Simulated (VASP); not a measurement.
Here is a VASP 6.6.1 calculation.

File INCAR:

```
SYSTEM = Nb
  PREC = Accurate
  ENCUT = 520
  EDIFF = 1E-7
  ISMEAR = 0
  SIGMA = 0.05
  LREAL = .FALSE.
  LASPH = .TRUE.
  NELM = 100
  ALGO = Normal
  ISIF = 2
  LWAVE = .FALSE.
  LCHARG = .TRUE.
  GGA = PE
  LELF = .TRUE.
  LVHAR = .TRUE.
  NBANDS = 12
```

Contents of KPOINTS:

```
Automatic mesh
0
G
  17 17 17
  0 0 0
```

POSCAR

```
Nb
1.0
   -1.6639500000      1.6639500000      1.6639500000
    1.6639500000     -1.6639500000      1.6639500000
    1.6639500000      1.6639500000     -1.6639500000
Nb
1
Direct
    0.0000000000      0.0000000000      0.0000000000
```

Potentials or basis: VASP PAW PBE potentials, release 64 (Nb_sv).

Run with:

```console
$ cat potpaw_PBE.64/Nb_sv/POTCAR > POTCAR
$ mpirun -np 1 vasp_std > vasp.out
```

**Question.** What does it give for the pressure?

**Answer.** -3.1 GPa.
